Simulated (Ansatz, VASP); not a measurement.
## Two plane-wave programs on Pd

```xyz
1
Lattice="-1.5723 1.5723 1.5723 1.5723 -1.5723 1.5723 1.5723 1.5723 -1.5723" Properties=species:S:1:pos:R:3 pbc="T T T"
Pd    0.0000    0.0000    0.0000
```

Alike in both runs: task single point; functional PBE; k mesh 12 × 12 × 12; occupations gaussian, width 0.013 eV; no spin polarisation.

|  | VASP | Ansatz |
| --- | --- | --- |
| version | VASP 6.6.1 | Ansatz 0.2.0 |
| potentials or method | VASP PAW PBE potentials, release 64 (Pd) | Ansatz PAW |
| plane-wave cutoff (eV) | 500 | 420 |
| valence electrons in the cell | 10 | 18 |

Ansatz gave:

| Quantity | Value |
| --- | --- |
| gap on the k mesh at the Fermi level (eV) | none |
| pressure (GPa) | -1.2 |

What did VASP give for the same quantities?

gap on the k mesh at the Fermi level (eV): none; pressure (GPa): -1.5.

A gap of «none» marks a metal or a gap that the smearing closes. With one functional, cell and mesh, what is left measures potentials, basis and numerics. VASP's potentials hold 10 valence electrons a cell and Ansatz's 18, so a difference there can come from the potentials and not from the codes.
